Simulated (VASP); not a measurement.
# Al47N48 (a cell with a defect) in VASP: single point with PBEsol

Aim: the single point of Al47N48 (a cell with a defect) with PBEsol.

All numbers are computed with VASP 6.6.1; they aren't measurements. Logs are shortened: lines on timing, memory, paths and dates and some standing lists are left out, and cuts for length are marked.

## Step 1: The cell of the first run

The cell holds a defect, 95 atoms: a = 9.341 Å, b = 10.787 Å, c = 9.967 Å, α = 90.00°, β = 90.00°, γ = 90.00°.

## Step 2: Single point, PBEsol

Contents of INCAR:

```
PREC = Accurate
ENCUT = 520
EDIFF = 1E-7
ISMEAR = -1
SIGMA = 0.05
LREAL = Auto
LASPH = T
NELM = 80
ALGO = Normal
ISIF = 2
LWAVE = F
LCHARG = F
GGA = PS
NELECT = 380.0
NBANDS = 244
```

Contents of KPOINTS:

```
regular mesh
0
Gamma
  1 1 1
```

Contents of POSCAR:

```
Al47N48
1.0
    9.3414480000      0.0000000000      0.0000000000
    0.0000000000     10.7865750000      0.0000000000
    0.0000000000      0.0000000000      9.9670570000
Al N
47 48
Direct
    0.1665870000      0.0828320000      0.2478980000
    0.1656960000      0.0831360000      0.7488420000
    0.9998880000      0.3327500000      0.2459530000
    0.9998410000      0.3333240000      0.7493140000
    0.4998690000      0.0825390000      0.2472110000
    0.4998500000      0.0830990000      0.7487820000
    0.3332810000      0.3320910000      0.2450410000
    0.3306770000      0.3322030000      0.7473330000
    0.1662640000      0.5833720000      0.2478610000
    0.1663100000      0.5846910000      0.7498890000
    0.9998670000      0.8333830000      0.2485640000
    0.9998670000      0.8338020000      0.7493800000
    0.8331670000      0.0828390000      0.2478930000
    0.8340090000      0.0831320000      0.7488580000
    0.6664680000      0.3321010000      0.2450950000
    0.6690280000      0.3322080000      0.7473120000
    0.4998760000      0.5806060000      0.2493490000
    0.4998450000      0.5876860000      0.7468570000
    0.3334640000      0.8328080000      0.2485570000
    0.3325850000      0.8348730000      0.7491650000
    0.8334760000      0.5833740000      0.2478600000
    0.8334150000      0.5846910000      0.7498940000
    0.6662770000      0.8328010000      0.2485730000
    0.6671250000      0.8348850000      0.7491490000
    0.9998710000      0.1660060000      0.4987640000
    0.9998580000      0.1665690000      0.9986220000
    0.3331710000      0.1630220000      0.5001230000
    0.3330600000      0.1652800000      0.9972130000
    0.1668190000      0.4220710000      0.5021940000
    0.1657990000      0.4172990000      0.9973620000
    0.9998720000      0.6683040000      0.4986440000
    0.9998610000      0.6675480000      0.9994660000
    0.6665700000      0.1630360000      0.5001400000
    0.6666410000      0.1652850000      0.9972420000
    0.4998640000      0.4170090000      0.9950830000
    0.3309770000      0.6683570000      0.5004870000
    0.3328300000      0.6676320000      0.9983580000
    0.1654550000      0.9162670000      0.4993670000
    0.1661870000      0.9168190000      0.9988400000
    0.8329200000      0.4220670000      0.5021890000
    0.8339370000      0.4172980000      0.9974010000
    0.6687530000      0.6683370000      0.5005160000
    0.6668980000      0.6676330000      0.9983640000
    0.4998580000      0.9157270000      0.4980820000
    0.4998780000      0.9165310000      0.9990120000
    0.8342980000      0.9162760000      0.4993790000
    0.8335320000      0.9168180000      0.9988480000
    0.9998680000      0.1660100000      0.1897130000
    0.9998540000      0.1672590000      0.6894760000
    0.3334330000      0.1651200000      0.1879530000
    0.3329270000      0.1657510000      0.6901110000
    0.1661440000      0.4167580000      0.1882750000
    0.1656510000      0.4177670000      0.6909780000
    0.9998570000      0.6664610000      0.1901730000
    0.9998580000      0.6667380000      0.6901960000
    0.6663000000      0.1651460000      0.1879850000
    0.6667970000      0.1657600000      0.6901190000
    0.4998860000      0.4151930000      0.1884130000
    0.4998540000      0.4186360000      0.7148710000
    0.3337870000      0.6654200000      0.1902320000
    0.3318330000      0.6681290000      0.6910510000
    0.1667060000      0.9158560000      0.1899520000
    0.1659130000      0.9168400000      0.6900580000
    0.8335770000      0.4167610000      0.1883080000
    0.8340600000      0.4177800000      0.6909800000
    0.6659440000      0.6654370000      0.1902300000
    0.6678830000      0.6681240000      0.6910700000
    0.4998650000      0.9156430000      0.1900220000
    0.4998610000      0.9164950000      0.6896500000
    0.8330260000      0.9158700000      0.1899560000
    0.8338320000      0.9168350000      0.6900740000
    0.1651220000      0.0822830000      0.4393540000
    0.1659990000      0.0834950000      0.9395980000
    0.9998980000      0.3336140000      0.4382840000
    0.9998490000      0.3335550000      0.9398070000
    0.4998660000      0.0830730000      0.4390900000
    0.4998470000      0.0830420000      0.9392130000
    0.3102370000      0.3226910000      0.4324530000
    0.3320210000      0.3328880000      0.9401640000
    0.1660400000      0.5852380000      0.4398940000
    0.1663950000      0.5843110000      0.9406030000
    0.9998710000      0.8337180000      0.4398650000
    0.9998580000      0.8337140000      0.9401830000
    0.8346140000      0.0823040000      0.4393670000
    0.8337050000      0.0835040000      0.9396180000
    0.6894690000      0.3227290000      0.4325080000
    0.6676860000      0.3329010000      0.9401590000
    0.4998870000      0.6019950000      0.4367900000
    0.4998590000      0.5851190000      0.9408660000
    0.3319440000      0.8352050000      0.4398630000
    0.3330290000      0.8341160000      0.9403010000
    0.8337260000      0.5852520000      0.4399050000
    0.8333190000      0.5843070000      0.9406230000
    0.6677750000      0.8352080000      0.4398670000
    0.6666850000      0.8341140000      0.9403000000
```

Potentials or basis: VASP PAW PBE potentials, release 64 (Al, N).

The run is started by

```
$ cat potpaw_PBE.64/Al/POTCAR potpaw_PBE.64/N/POTCAR > POTCAR
$ mpirun -np 1 vasp_gam > vasp.out
```

OUTCAR:

```text
PREC = Accurate
   ENCUT = 520
   EDIFF = 1E-7
   ISMEAR = -1
   LREAL = Auto
   LASPH = T
   NELM = 80
   ISIF = 2
   GGA = PS
   NELECT = 380.0

 ion  position               nearest neighbor table
   1  0.167  0.083  0.248-  48 1.89  50 1.89  62 1.89  72 1.91  39 3.06  26 3.07  28 3.07  25 3.08
                            27 3.08  38 3.08   7 3.11  11 3.11   3 3.11   5 3.11  13 3.11  19 3.12
   2  0.166  0.083  0.749-  63 1.89  49 1.89  51 1.89  73 1.90  27 3.06  28 3.06  26 3.07  25 3.07
                            38 3.07  39 3.07   8 3.10  14 3.10  20 3.10  12 3.10   4 3.11   6 3.12
   3  1.000  0.333  0.246-  48 1.88  52 1.89  64 1.89  74 1.92  26 3.05  41 3.06  30 3.06  25 3.10
                             1 3.11  13 3.11   7 3.11  15 3.11   9 3.12  21 3.12  29 3.14  40 3.14
   4  1.000  0.333  0.749-  49 1.89  65 1.89  53 1.89  75 1.90  30 3.06  41 3.06  26 3.07  40 3.07
                            29 3.07  25 3.08  16 3.09   8 3.09  14 3.11   2 3.11  22 3.13  10 3.13
   5  0.500  0.083  0.247-  56 1.89  50 1.89  68 1.89  76 1.91  45 3.05  34 3.07  28 3.07  44 3.08
                            27 3.09  33 3.09   7 3.11  15 3.11  19 3.11  23 3.11   1 3.11  13 3.11
   6  0.500  0.083  0.749-  51 1.89  57 1.89  69 1.89  77 1.90  27 3.05  33 3.05  28 3.06  34 3.06
                            45 3.07  44 3.08  24 3.10  20 3.10   8 3.12  16 3.12   2 3.12  14 3.12
   7  0.333  0.332  0.245-  58 1.88  78 1.88  50 1.89  52 1.90  28 3.06  30 3.06  35 3.08  17 3.10
                             1 3.11   5 3.11  15 3.11   3 3.11   9 3.13  27 3.13  29 3.15
   8  0.331  0.332  0.747-  59 1.86  53 1.88  51 1.88  79 1.92  29 3.04  27 3.07  30 3.07  35 3.07
                            28 3.07   4 3.09   2 3.10   6 3.12  10 3.13  16 3.16  18 3.18
   9  0.166  0.583  0.248-  54 1.88  60 1.89  52 1.89  80 1.91  32 3.06  37 3.07  30 3.07  29 3.07
[... 111 lines left out ...]
  82  1.000  0.834  0.440-  31 1.88  46 1.88  38 1.88  11 1.91
  83  1.000  0.834  0.940-  47 1.89  39 1.89  32 1.89  12 1.90
  84  0.835  0.082  0.439-  25 1.88  46 1.89  33 1.89  13 1.91
  85  0.834  0.084  0.940-  34 1.88  26 1.89  47 1.89  14 1.90
  86  0.689  0.323  0.433-  40 1.85  33 1.86  15 1.88
  87  0.668  0.333  0.940-  41 1.89  35 1.89  34 1.90  16 1.92
  88  0.500  0.602  0.437-  42 1.84  36 1.85  17 1.88
  89  0.500  0.585  0.941-  37 1.89  43 1.89  35 1.89  18 1.93
  90  0.332  0.835  0.440-  38 1.88  44 1.88  36 1.90  19 1.91
  91  0.333  0.834  0.940-  37 1.89  45 1.89  39 1.89  20 1.91
  92  0.834  0.585  0.440-  40 1.87  42 1.88  31 1.89  21 1.91
  93  0.833  0.584  0.941-  43 1.89  41 1.89  32 1.89  22 1.90
  94  0.668  0.835  0.440-  46 1.88  44 1.88  42 1.90  23 1.91
  95  0.667  0.834  0.940-  43 1.89  45 1.89  47 1.89  24 1.91

  LATTYP: Found a simple orthorhombic cell.
 ALAT       =     9.3414480000
 B/A-ratio  =     1.0669713089
 C/A-ratio  =     1.1547005346

  Lattice vectors:

 A1 = (  -9.3414480000,   0.0000000000,   0.0000000000)
 A2 = (   0.0000000000,   0.0000000000,   9.9670570000)
 A3 = (   0.0000000000,  10.7865750000,   0.0000000000)

[... 284 lines left out ...]
   EMIN   =  10.00;   EMAX   =-10.00  energy-range for DOS
   EFERMI =   0.00;   METHOD = LEGACY
   ISMEAR =    -1;   SIGMA  =   0.05  broadening in eV -4-tet -1-fermi 0-gaus
   EFERMI_NEDOS =   21; number of points for ismear=-14 and -15
   IALGO  =     38    algorithm
   IMIX   =      4    mixing-type and parameters
     AMIX     =   0.40;   BMIX     =  1.00
     AMIX_MAG =   1.60;   BMIX_MAG =  1.00
  volume/ion in A,a.u.               =      10.57        71.34
  Fermi-wavevector in a.u.,A,eV,Ry     =   1.184080  2.237587 19.075993  1.402046
  Thomas-Fermi vector in A             =   2.320302
   LORBIT       =      0    0 simple, 1 ext, 2 COOP (PROOUT), +10 PAW based schemes
   GGA     = PS    functional components
   LHFCALC =     F    Hartree Fock is set to
   AEXX    =    0.0000 exact exchange contribution
   IVDW    =     0    specifies the selected vdW correction
   LEPSILON=     F    determine dielectric tensor
   LRPA    =     F    only Hartree local field effects (RPA)
 non-spin polarized calculation
  energy-cutoff  :      520.00
  volume of cell :     1004.30
 maximum number of plane-waves:     13542
 NGX is ok and might be reduce to    70
   NGX = 35   NGY = 41   NGZ = 37

 number of electron     379.9999985 magnetization

 Free energy of the ion-electron system (eV)
  ---------------------------------------------------
  ext. energy  EPLUGINS =         0.00000000
  ---------------------------------------------------
  free energy    TOTEN  =      -741.86448582 eV

  energy without entropy =     -741.70870925  energy(sigma->0) =     -741.78659753

 E-fermi :   5.9634     XC(G=0): -11.0091

 val. band max:        5.9247082533   @ k =   0.0000   0.0000   0.0000
 cond. band min:       6.0375551921   @ k =   0.0000   0.0000   0.0000
 fundamental gap:      0.1128469388
 Fermi energy:         5.9634370049

 k-point     1 :       0.0000    0.0000    0.0000
  band No.  band energies     occupation
      1      -9.3109      2.00000
      2      -8.5803      2.00000
      3      -8.5661      2.00000
      4      -8.4575      2.00000
      5      -8.4139      2.00000
      6      -8.3531      2.00000
[... 194 lines left out ...]
    201      11.6415      0.00000
    202      11.6767      0.00000
 [bands above 202 left out]

------------------------ aborting loop because EDIFF is reached ----------------------------------------

  FORCE on cell =-STRESS in cart. coord.  units (eV):
  Direction    XX          YY          ZZ          XY          YZ          ZX
  --------------------------------------------------------------------------------------
  -------------------------------------------------------------------------------------
  Total        1.0167867     -4.3906779    -11.4124256      0.0036979      1.2102038     -0.0007203
  in kB        1.6220930     -7.0045051    -18.2063896      0.0058993      1.9306536     -0.0011492
  external PRESSURE =      -7.8629339 kB  Pullay stress =       0.0000000 kB

 VOLUME and BASIS-vectors are now :
 -----------------------------------------------------------------------------
  energy-cutoff  :      520.00
  volume of cell :     1004.30
      direct lattice vectors                 reciprocal lattice vectors
     9.341448000  0.000000000  0.000000000     0.107049785  0.000000000  0.000000000
     0.000000000 10.786575000  0.000000000     0.000000000  0.092707834  0.000000000
     0.000000000  0.000000000  9.967057000     0.000000000  0.000000000  0.100330519

 POSITION                                       TOTAL-FORCE (eV/Angst)
 -----------------------------------------------------------------------------------
      1.55616      0.89347      2.47081        -0.008820      0.014956     -0.014885
      1.54784      0.89675      7.46375         0.012429      0.007901      0.001817
      9.34040      3.58923      2.45143        -0.004120      0.020774      0.052774
      9.33996      3.59542      7.46846         0.002144      0.034111     -0.021241
      4.66950      0.89031      2.46397         0.000870     -0.013096      0.022313
      4.66932      0.89635      7.46315         0.002120     -0.000427     -0.021960
[... 87 lines left out ...]
      6.23799      9.00903      4.38418        -0.022690     -0.024697     -0.002240
      6.22780      8.99723      9.37202        -0.000494      0.018166     -0.009488
 -----------------------------------------------------------------------------------
    total drift:                                0.001239      0.033767     -0.009400

  FREE ENERGIE OF THE ION-ELECTRON SYSTEM (eV)
  ---------------------------------------------------
  free  energy   TOTEN  =      -741.8644858160 eV

  energy  without entropy=     -741.7087092521  energy(sigma->0) =     -741.78659753
```

Run time: 9.6 min. Hardware: 1 thread of AMD EPYC 7R43 (Zen 3), shared host; peak memory 0.84 GiB.

Results:

```yaml
Free_energy: -741.8645 eV
Largest_force: 0.131 eV/Å
```

Forces on the atoms (eV/Å):
```
Al  -0.009  0.015 -0.015
Al   0.012  0.008  0.002
Al  -0.004  0.021  0.053
Al   0.002  0.034 -0.021
Al   0.001 -0.013  0.022
Al   0.002  0.000 -0.022
Al  -0.010  0.068  0.032
Al   0.020  0.031 -0.013
Al   0.020  0.003 -0.007
Al  -0.001 -0.005  0.016
Al   0.000  0.000 -0.018
Al   0.001 -0.023  0.008
Al   0.004  0.016 -0.012
Al  -0.012  0.009  0.003
Al   0.007  0.067  0.031
Al  -0.017  0.032 -0.010
Al   0.000  0.043 -0.002
Al   0.003  0.028  0.022
Al  -0.006 -0.015 -0.031
Al   0.004 -0.014  0.016
Al  -0.023  0.004 -0.005
Al  -0.001 -0.003  0.017
Al   0.005 -0.011 -0.031
Al  -0.002 -0.014  0.018
Al   0.000  0.089 -0.031
Al   0.000  0.003  0.003
Al   0.030  0.042 -0.016
Al  -0.014  0.023 -0.020
Al  -0.049 -0.083 -0.043
Al   0.007  0.011 -0.006
Al   0.001 -0.026  0.029
Al   0.001 -0.016 -0.007
Al  -0.033  0.041 -0.019
Al   0.015  0.025 -0.023
Al   0.000 -0.015 -0.005
Al  -0.048 -0.033  0.035
Al  -0.021 -0.013  0.029
Al  -0.024 -0.011  0.023
Al   0.008 -0.018  0.002
Al   0.054 -0.080 -0.041
Al  -0.012  0.011 -0.007
Al   0.054 -0.030  0.034
Al   0.019 -0.014  0.028
Al   0.000  0.032  0.019
Al  -0.003 -0.030  0.002
Al   0.020 -0.012  0.022
Al  -0.008 -0.017  0.001
N    0.001 -0.019 -0.010
N    0.000 -0.023  0.009
N   -0.009 -0.009  0.013
N   -0.003 -0.016  0.015
N    0.018 -0.018 -0.010
N    0.001 -0.004  0.018
N    0.002  0.018  0.016
N    0.001  0.018 -0.013
N    0.010 -0.012  0.012
N    0.001 -0.019  0.016
N   -0.002 -0.012 -0.012
N   -0.001 -0.130  0.020
N   -0.025  0.018 -0.029
N    0.003  0.014 -0.020
N   -0.004  0.011  0.006
N    0.002  0.004 -0.009
N   -0.013 -0.020 -0.010
N   -0.001 -0.006  0.016
N    0.027  0.016 -0.028
N   -0.004  0.014 -0.020
N    0.002  0.008  0.006
N   -0.001  0.015 -0.010
N    0.005  0.009  0.007
N   -0.006  0.005 -0.011
N    0.058 -0.034  0.001
N    0.003 -0.004 -0.001
N   -0.003  0.018  0.040
N    0.002 -0.013  0.007
N    0.001 -0.023  0.017
N    0.002  0.003  0.028
N    0.051  0.014  0.018
N    0.004 -0.008  0.023
N   -0.009  0.024 -0.015
N   -0.007 -0.001 -0.008
N    0.000  0.030 -0.011
N    0.000  0.015  0.001
N   -0.059 -0.036 -0.001
N   -0.003 -0.006 -0.001
N   -0.052  0.010  0.016
N   -0.001 -0.010  0.023
N   -0.004 -0.009 -0.088
N    0.000  0.007 -0.033
N    0.026 -0.024 -0.005
N    0.004  0.018 -0.008
N    0.005  0.021 -0.016
N    0.009 -0.001 -0.009
N   -0.023 -0.025 -0.002
N    0.000  0.018 -0.009
```

Caveat: the k points lie up to 0.67 Å⁻¹ apart; the cell carries a net charge on a neutralising background, which shifts energy and pressure; the cell is charged against a uniform background, so pressure and absolute levels hang on convention; the PAW data sets were made with another functional, which shifts forces and pressure a little.
